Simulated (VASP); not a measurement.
# Ag (P6/mmm) in VASP: relaxation of cell and atoms with PBEsol

Aim: the relaxation of cell and atoms of Ag with PBEsol.

Program: VASP 6.6.1. These are calculated values, not measurements. Logs are shortened: lines on timing, memory, paths and dates and some standing lists are left out, and cuts for length are marked.

### 1 The cell of the first run

Symmetry: P6/mmm, No. 191, hexagonal system. Conventional cell: a = 4.585 Å, b = 4.585 Å, c = 2.811 Å, α = 90.00°, β = 90.00°, γ = 120.00°. Ag (site symmetry 6/mmm) has 14 Ag at 2.81 to 3.00 Å within 3.7 Å. Within 3.5 Å of Ag (site symmetry -6m2) lie 11 Ag at 2.65 to 3.00 Å.

This isn't the form of Ag at room conditions, which is fcc.

### 2 Relaxation of cell and atoms, PBEsol

The input, INCAR:

```
SYSTEM = Ag
PREC = Accurate
ENCUT = 600
EDIFF = 1E-6
ISMEAR = -1
SIGMA = 0.1
LREAL = .False.
LASPH = .True.
NELM = 100
ALGO = Normal
ISIF = 3
LWAVE = .False.
LCHARG = .False.
GGA = PS
IBRION = 2
NSW = 80
EDIFFG = -0.01
```

The input, KPOINTS:

```
regular mesh
0
Gamma
  8 8 11
  0 0 0
```

The input, POSCAR:

```
Ag
1.0
    4.5850386948      0.0000000000      0.0000000000
   -2.2925193474      3.9707599870      0.0000000000
    0.0000000000      0.0000000000      2.8106287199
Ag
3
Direct
    0.0000000000      0.0000000000      0.0000000000
    0.3333333333      0.6666666667      0.5000000000
    0.6666666667      0.3333333333      0.5000000000
```

Potentials or basis: VASP PAW PBE potentials, release 64 (Ag).

Started as:

```sh
$ cat potpaw_PBE.64/Ag/POTCAR > POTCAR
$ mpirun -np 1 vasp_std > vasp.out
```

OUTCAR:

```text
SYSTEM = Ag
   PREC = Accurate
   ENCUT = 600
   EDIFF = 1E-6
   ISMEAR = -1
   LREAL = .False.
   LASPH = .True.
   NELM = 100
   ISIF = 3
   GGA = PS
   IBRION = 2
   NSW = 80
   EDIFFG = -0.01

 ion  position               nearest neighbor table
   1  0.000  0.000  0.000-   2 3.00   3 3.00   2 3.00   3 3.00   2 3.00   2 3.00   3 3.00   3 3.00
                             3 3.00   3 3.00   2 3.00   2 3.00
   2  0.333  0.667  0.500-   3 2.65   3 2.65   3 2.65   1 3.00   1 3.00   1 3.00   1 3.00   1 3.00
                             1 3.00
   3  0.667  0.333  0.500-   2 2.65   2 2.65   2 2.65   1 3.00   1 3.00   1 3.00   1 3.00   1 3.00
                             1 3.00

  LATTYP: Found a hexagonal cell.
 ALAT       =     4.5850386948
 C/A-ratio  =     0.6130000000

  Lattice vectors:

 A1 = (   4.5850386948,   0.0000000000,   0.0000000000)
 A2 = (  -2.2925193474,   3.9707599870,   0.0000000000)
 A3 = (   0.0000000000,   0.0000000000,   2.8106287199)

Analysis of symmetry for initial positions (statically):
=====================================================================
 Subroutine PRICEL returns:
 Original cell was already a primitive cell.

 Routine SETGRP: Setting up the symmetry group for a
 hexagonal supercell.

 Subroutine GETGRP returns: Found 24 space group operations
 (whereof 24 operations were pure point group operations)
 out of a pool of 24 trial point group operations.

The static configuration has the point symmetry D_6h.

Analysis of symmetry for dynamics (positions and initial velocities):
=====================================================================
 Subroutine PRICEL returns:
 Original cell was already a primitive cell.

 Routine SETGRP: Setting up the symmetry group for a
 hexagonal supercell.

 Subroutine GETGRP returns: Found 24 space group operations
 (whereof 24 operations were pure point group operations)
 out of a pool of 24 trial point group operations.

The dynamic configuration has the point symmetry D_6h.

 Subroutine INISYM returns: Found 24 space group operations
 (whereof 24 operations are pure point group operations),
 and found     1 'primitive' translations

----------------------------------------------------------------------------------------

                                     Primitive cell

  volume of cell :      51.1706

  direct lattice vectors                    reciprocal lattice vectors
     4.585038695  0.000000000  0.000000000     0.218100668  0.125920479  0.000000000
    -2.292519347  3.970759987  0.000000000     0.000000000  0.251840958  0.000000000
     0.000000000  0.000000000  2.810628720     0.000000000  0.000000000  0.355792280

  length of vectors
     4.585038695  4.585038695  2.810628720     0.251840958  0.251840958  0.355792280

  position of ions in fractional coordinates (direct lattice)
     0.000000000  0.000000000  0.000000000
     0.333333333  0.666666667  0.500000000
     0.666666667  0.333333333  0.500000000

  ion indices of the primitive-cell ions
   primitive index   ion index
                 1           1
                 2           2
                 3           3

----------------------------------------------------------------------------------------

 KPOINTS: regular mesh

Automatic generation of k-mesh.
 Grid dimensions read from file:
 generate k-points for:    8    8   11

 Generating k-lattice:

  Cartesian coordinates                     Fractional coordinates (reciprocal lattice)
     0.027262583  0.015740060  0.000000000     0.125000000  0.000000000  0.000000000
     0.000000000  0.031480120  0.000000000     0.000000000  0.125000000  0.000000000
     0.000000000  0.000000000  0.032344753     0.000000000  0.000000000  0.090909091

  Length of vectors
     0.031480120  0.031480120  0.032344753

  Shift w.r.t. Gamma in fractional coordinates (k-lattice)
     0.000000000  0.000000000  0.000000000

 Subroutine IBZKPT returns following result:
 ===========================================

 Found     60 irreducible k-points:

 Following reciprocal coordinates:
            Coordinates               Weight
  0.000000  0.000000  0.000000      1.000000
  0.125000 -0.000000  0.000000      6.000000
  0.250000 -0.000000  0.000000      6.000000
  0.375000 -0.000000  0.000000      6.000000
  0.500000 -0.000000  0.000000      3.000000
  0.125000  0.125000  0.000000      6.000000
[... 16 lines left out ...]
  0.250000 -0.000000  0.181818     12.000000
  0.375000 -0.000000  0.181818     12.000000
 [... further k-points ...]
   k-points           NKPTS =     60   k-points in BZ     NKDIM =     60   number of bands    NBANDS=     20
   number of dos      NEDOS =    301   number of ions     NIONS =      3
   total plane-waves  NPLWV =  38400
   dimension x,y,z NGX =    40 NGY =   40 NGZ =   24
   dimension x,y,z NGXF=    80 NGYF=   80 NGZF=   48
   ions per type =               3
   NGX,Y,Z   is equivalent  to a cutoff of  14.50, 14.50, 14.20 a.u.
   NGXF,Y,Z  is equivalent  to a cutoff of  29.01, 29.01, 28.39 a.u.
 SYSTEM =  Ag
   PREC   = accura    normal or accurate (medium, high low for compatibility)
   ISTART =      0    job   : 0-new  1-cont  2-samecut
   ICHARG =      2    charge: 1-file 2-atom 10-const
   ISPIN  =      1    spin polarized calculation?
   LNONCOLLINEAR =      F non collinear calculations
   LSORBIT =      F    spin-orbit coupling
   LASPH  =      T    aspherical Exc in radial PAW
   ENCUT  =  600.0 eV  44.10 Ry    6.64 a.u.   9.16  9.16  5.61*2*pi/ulx,y,z
   NELM   =    100;   NELMIN=  2; NELMDL= -5     # of ELM steps
   EDIFF  = 0.1E-05   stopping-criterion for ELM
   LREAL  =      F    real-space projection
   EDIFFG = -.1E-01   stopping-criterion for IOM
   NSW    =     80    number of steps for IOM
   IBRION =      2    ionic relax: 0-MD 1-quasi-New 2-CG
   NFREE  =      1    steps in history (QN), initial steepest desc. (CG)
   ISIF   =      3    stress and relaxation
   ISYM   =      2    0-nonsym 1-usesym 2-fastsym
   POTIM  = 0.5000    time-step for ionic-motion
   TEBEG  =    0.0;   TEEND  =   0.0 temperature during run
   PSTRESS=    0.0 pullay stress
   NELECT =      33.0000    total number of electrons
   NUPDOWN=      -1.0000    fix difference up-down
   EMIN   =  10.00;   EMAX   =-10.00  energy-range for DOS
   EFERMI =   0.00;   METHOD = LEGACY
   ISMEAR =    -1;   SIGMA  =   0.10  broadening in eV -4-tet -1-fermi 0-gaus
   EFERMI_NEDOS =   21; number of points for ismear=-14 and -15
   IALGO  =     38    algorithm
   IMIX   =      4    mixing-type and parameters
     AMIX     =   0.40;   BMIX     =  1.00
     AMIX_MAG =   1.60;   BMIX_MAG =  1.00
  volume/ion in A,a.u.               =      17.06       115.11
  Fermi-wavevector in a.u.,A,eV,Ry     =   1.414402  2.672832 27.218893  2.000532
  Thomas-Fermi vector in A             =   2.535948
   LORBIT       =      0    0 simple, 1 ext, 2 COOP (PROOUT), +10 PAW based schemes
   GGA     = PS    functional components
   LHFCALC =     F    Hartree Fock is set to
   AEXX    =    0.0000 exact exchange contribution
   IVDW    =     0    specifies the selected vdW correction
   LEPSILON=     F    determine dielectric tensor
   LRPA    =     F    only Hartree local field effects (RPA)
 conjugate gradient relaxation of ions
 non-spin polarized calculation
  energy-cutoff  :      600.00
  volume of cell :       51.17
 maximum number of plane-waves:      1722
 NGX is ok and might be reduce to    40
   NGX = 19   NGY = 19   NGZ = 11

--------------------------------------- Ionic step        1  -------------------------------------------

 number of electron      33.0000005 magnetization

 Free energy of the ion-electron system (eV)
  ---------------------------------------------------
  ext. energy  EPLUGINS =         0.00000000
  ---------------------------------------------------
  free energy    TOTEN  =        -9.70267671 eV

  energy without entropy =       -9.67269737  energy(sigma->0) =       -9.68768704

------------------------ aborting loop because EDIFF is reached ----------------------------------------

  FORCE on cell =-STRESS in cart. coord.  units (eV):
  Direction    XX          YY          ZZ          XY          YZ          ZX
  --------------------------------------------------------------------------------------
  -------------------------------------------------------------------------------------
  Total        0.2758809      0.2758809     -0.9055800      0.0000000     -0.0000000      0.0000000
  in kB        8.6379778      8.6379778    -28.3541914      0.0000000     -0.0000000      0.0000000
  external PRESSURE =      -3.6927453 kB  Pullay stress =       0.0000000 kB

 VOLUME and BASIS-vectors are now :
 -----------------------------------------------------------------------------
  energy-cutoff  :      600.00
  volume of cell :       51.17
      direct lattice vectors                 reciprocal lattice vectors
     4.585038695  0.000000000  0.000000000     0.218100668  0.125920479  0.000000000
    -2.292519347  3.970759987  0.000000000     0.000000000  0.251840958  0.000000000
     0.000000000  0.000000000  2.810628720     0.000000000  0.000000000  0.355792280
[... 112 lines left out ...]
 POSITION                                       TOTAL-FORCE (eV/Angst)
 -----------------------------------------------------------------------------------
     -0.00000     -0.00000      2.76480        -0.000000      0.000000     -0.000000
     -0.00000      2.66609      1.38240         0.000000     -0.000000      0.000000
      2.30891      1.33305      1.38240        -0.000000      0.000000     -0.000000
 -----------------------------------------------------------------------------------
    total drift:                                0.000000     -0.000000      0.000000

  FREE ENERGIE OF THE ION-ELECTRON SYSTEM (eV)
  ---------------------------------------------------
  free  energy   TOTEN  =        -9.7121064175 eV

  energy  without entropy=       -9.6824630863  energy(sigma->0) =       -9.69728475

--------------------------------------- Ionic step        5  -------------------------------------------

 number of electron      33.0000000 magnetization

 Free energy of the ion-electron system (eV)
  ---------------------------------------------------
  ext. energy  EPLUGINS =         0.00000000
  ---------------------------------------------------
  free energy    TOTEN  =        -9.71219469 eV

  energy without entropy =       -9.68253339  energy(sigma->0) =       -9.69736404

 E-fermi :   8.3402     XC(G=0): -12.4275

 val. band max:        8.3143510672   @ k =   0.2500   0.1250   0.1818
 cond. band min:       8.3427874873   @ k =   0.2500   0.1250   0.0000
 fundamental gap:      0.0284364202
 Fermi energy:         8.3401558639

 k-point     1 :       0.0000    0.0000    0.0000
  band No.  band energies     occupation
      1       0.4305      2.00000
      2       1.8901      2.00000
      3       3.0146      2.00000
      4       3.2052      2.00000
      5       3.2653      2.00000
      6       3.2653      2.00000
[... 12 lines left out ...]
     19      12.9262      0.00000
     20      12.9262      0.00000
[... 507 lines left out ...]
 k-point    24 :       0.3750   -0.0000    0.1818
  band No.  band energies     occupation
      1       2.2078      2.00000
      2       2.2241      2.00000
      3       2.7292      2.00000
      4       2.7419      2.00000
      5       3.0961      2.00000
      6       3.3407      2.00000
[... 12 lines left out ...]
     19      12.5337      0.00000
     20      18.1949      0.00000

 [... further k-points ...]
[... 5 lines left out ...]
  --------------------------------------------------------------------------------------
  -------------------------------------------------------------------------------------
  Total        0.0006299      0.0006299     -0.0017078      0.0000000     -0.0000000      0.0000000
  in kB        0.0198118      0.0198118     -0.0537125      0.0000000     -0.0000000      0.0000000
  external PRESSURE =      -0.0046963 kB  Pullay stress =       0.0000000 kB

 VOLUME and BASIS-vectors are now :
 -----------------------------------------------------------------------------
  energy-cutoff  :      600.00
  volume of cell :       50.94
      direct lattice vectors                 reciprocal lattice vectors
     4.613352195  0.000000000  0.000000000     0.216762120  0.125147668  0.000000000
    -2.306676098  3.995280198  0.000000000     0.000000000  0.250295336  0.000000000
    -0.000000000 -0.000000000  2.763885300     0.000000000 -0.000000000  0.361809515

 POSITION                                       TOTAL-FORCE (eV/Angst)
 -----------------------------------------------------------------------------------
     -2.30668      3.99528      0.00000         0.000000     -0.000000     -0.000000
     -0.00000      2.66352      1.38194         0.000000     -0.000000      0.000000
      2.30668      1.33176      1.38194        -0.000000      0.000000     -0.000000
 -----------------------------------------------------------------------------------
    total drift:                                0.000000     -0.000000      0.000000

  FREE ENERGIE OF THE ION-ELECTRON SYSTEM (eV)
  ---------------------------------------------------
  free  energy   TOTEN  =        -9.7121946868 eV

  energy  without entropy=       -9.6825333912  energy(sigma->0) =       -9.69736404

 reached required accuracy - stopping structural energy minimisation
```

Run time: 97 s. Hardware: 1 thread of Intel Xeon Platinum 8488C (Sapphire Rapids), shared host; peak memory 0.23 GiB.

What came out:

```
Free energy                           : -9.7122 eV
Relaxed volume                        : 16.98 Å³/atom
Relaxed cell                          : a = 4.613 Å, b = 4.613 Å, c = 2.764 Å, α = 90.00°, β = 90.00°, γ = 120.00°
Space group after relaxing (to 0.1 Å) : P6/mmm (No. 191)
Energy gained by relaxing             : 3.2 meV/atom
Ionic steps                           : 5
Pressure after relaxing               : 0.0 GPa
Band gap on the k mesh                : zero (an odd number of electrons rules out a gap without spin polarisation)
```

Step by step:
| step | energy change (eV) | largest force (eV/Å) | pressure (GPa) | volume (Å³) |
| --- | --- | --- | --- | --- |
| 1 | 0.0000 | 0.0000 | -0.37 | 51.17 |
| 2 | -0.0092 | 0.0000 | 0.17 | 50.87 |
| 3 | -0.0094 | 0.0000 | 0.30 | 50.82 |
| 4 | -0.0094 | 0.0000 | -0.19 | 51.06 |
| 5 | -0.0095 | 0.0000 | 0.00 | 50.94 |

Final structure:
```
Ag
1.0
     4.61335    0.00000    0.00000
    -2.30668    3.99528    0.00000
     0.00000    0.00000    2.76389
Ag
3
Direct
  0.00000 0.00000 0.00000
  0.33333 0.66667 0.50000
  0.66667 0.33333 0.50000
```

Levels at points of the mesh, in eV from the Fermi level:
```tsv
k point	band 13	band 14	band 15	band 16	band 17	band 18	band 19	band 20
(0.00, 0.00, 0.00)	-3.96	-3.96	-2.88	-2.88	4.58	4.58	4.59	4.59
(0.50, 0.00, 0.00)	-3.18	-3.17	-3.16	-2.83	-2.72	-0.27	3.97	12.01
```

Caveat: the PAW data sets were made with another functional, which shifts forces and pressure a little.

The gap in the log of VASP goes by the Fermi energy; the results here count the filled bands.